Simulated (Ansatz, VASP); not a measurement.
## One calculation of CdTe, two programs

File INCAR:

```
PREC = Accurate
ENCUT = 500
EDIFF = 1E-6
ISMEAR = 0
SIGMA = 0.1
LREAL = F
LASPH = T
NELM = 120
ALGO = Normal
ISIF = 2
LWAVE = F
LCHARG = F
GGA = PE
NBANDS = 16
GGA_COMPAT = F
```

Contents of KPOINTS:

```
Automatic mesh
0
Gamma
  6 6 6
```

POSCAR

```
CdTe
1.0
    0.0000000000      2.7879089826      2.7879089826
    2.7879089826      0.0000000000      2.7879089826
    2.7879089826      2.7879089826      0.0000000000
Cd Te
1 1
Direct
    0.0000000000      0.0000000000      0.0000000000
    0.5000000000      0.5000000000      0.5000000000
```

Input for Ansatz:

```yaml
crystal:
  lattice:
    - [0.0, 2.7879089826, 2.7879089826]
    - [2.7879089826, 0.0, 2.7879089826]
    - [2.7879089826, 2.7879089826, 0.0]
  atoms:
    - { symbol: Cd, position: [0.0, 0.0, 0.0] }
    - { symbol: Te, position: [0.5, 0.5, 0.5] }
basis:
  ecutwfc: 420
kpoints:
  mp_grid: { grid: [6, 6, 6] }
hamiltonian:
  xc: pbe
scf:
  occupations: { method: gaussian, width: 0.1 }
output:
  forces: true
  stress: true
  eigenvalues: true
```

Alike in both runs: task single point; functional PBE; k mesh 6 × 6 × 6; occupations gaussian, width 0.1 eV; no spin polarisation.

|  | VASP | Ansatz |
| --- | --- | --- |
| version | VASP 6.6.1 | Ansatz 0.2.0 |
| potentials or method | VASP PAW PBE potentials, release 64 (Cd, Te), cutoff 500 eV | scalar-relativistic, plane waves, PAW |
| valence electrons in the cell | 18 | 36 |

VASP gave:

```
gap on the k mesh at the Fermi level (eV) : none
pressure (GPa)                            : 26.8
```

Task: Estimate Ansatz's values.

Result: gap on the k mesh at the Fermi level (eV): none; pressure (GPa): 26.3.

A gap of «none» marks a metal or a gap that the smearing closes. With one functional, cell and mesh, what is left measures potentials, basis and numerics. VASP's potentials hold 18 valence electrons a cell and Ansatz's 36, so a difference there can come from the potentials and not from the codes.

Neither program's run includes spin-orbit coupling.
